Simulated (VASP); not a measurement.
Crystal: Nb.

```
Nb
1.0
     0.00000    2.06037    2.06037
     2.06037    0.00000    2.06037
     2.06037    2.06037    0.00000
Nb
1
Direct
  0.00000 0.00000 0.00000
```

| Item | Value |
| --- | --- |
| Program | VASP 6.6.1 |
| Task | relaxation of cell and atoms |
| Functional | PBEsol |
| Potentials or basis | VASP PAW PBE potentials, release 64 (Nb_sv) |
| Cutoff | 600 eV |
| k mesh | 16 × 16 × 16 |
| Occupations | fermi-dirac, width 0.05 eV |
| Spin | no spin polarisation |

At the start: pressure 6.5 GPa; volume 17.49 Å³/atom.

**Question.** How do energy, volume and symmetry change on relaxing?

**Answer.** Over 4 steps the energy falls by 12.2 meV/atom and the volume is 18.11 Å³/atom (+3.5 %); space group Fm-3m (No. 225, to 0.05 Å).

Step by step:
```tsv
step	energy change (eV)	largest force (eV/Å)	pressure (GPa)	volume (Å³)
1	0.0000	0.0000	6.47	17.49
2	0.0292	0.0000	-10.24	19.34
3	-0.0122	0.0000	-0.10	18.12
4	-0.0122	0.0000	0.00	18.11
```

Final structure:
```xyz
1
Lattice="0.0000 2.0844 2.0844 2.0844 0.0000 2.0844 2.0844 2.0844 0.0000" Properties=species:S:1:pos:R:3 pbc="T T T"
Nb    0.0000    0.0000    0.0000
```

Caveat: the PAW data sets were made with another functional, which shifts forces and pressure a little.
